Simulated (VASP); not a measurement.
CsBr: single point with r2SCAN

CsBr:

```
CELL_PARAMETERS angstrom
4.23436 0.00000 0.00000
0.00000 4.23436 0.00000
0.00000 0.00000 4.23436
ATOMIC_POSITIONS crystal
Cs 0.00000 0.00000 0.00000
Br 0.50000 0.50000 0.50000
```

```
Program             : VASP 6.6.1
Task                : single point
Functional          : r2SCAN
Potentials or basis : VASP PAW PBE potentials, release 64 (Cs_sv, Br)
Cutoff              : 550 eV
k mesh              : 6 × 6 × 6
Occupations         : gaussian, width 0.02 eV
Spin                : no spin polarisation
```

* Pressure: 1.2 GPa
* Band gap on the k mesh: 5.35 eV

Levels at points of the mesh, in eV from the valence-band top:
```csv
k point,band 5,band 6,band 7,band 8,band 9,band 10,band 11,band 12
"(0.00, 0.00, 0.00)",-6.47,0.00,0.00,0.00,5.35,5.35,5.44,9.93
"(0.50, 0.00, 0.00)",-6.34,-1.39,-0.24,-0.24,6.43,8.14,8.73,8.93
"(0.50, 0.50, 0.00)",-6.27,-0.60,-0.60,-0.02,5.87,6.15,7.89,7.89
"(0.50, 0.50, 0.50)",-6.91,-1.28,-1.28,-1.28,9.18,9.18,9.18,10.09
```

It took 110 s on 1 thread of Intel Xeon 8259CL, on a shared host, peak memory 0.19 GiB.

Caveat: the PAW data sets were made with another functional, which shifts forces and pressure a little; spin-orbit coupling is left out, which moves the levels of the heavy elements. A k mesh can miss the band edges.
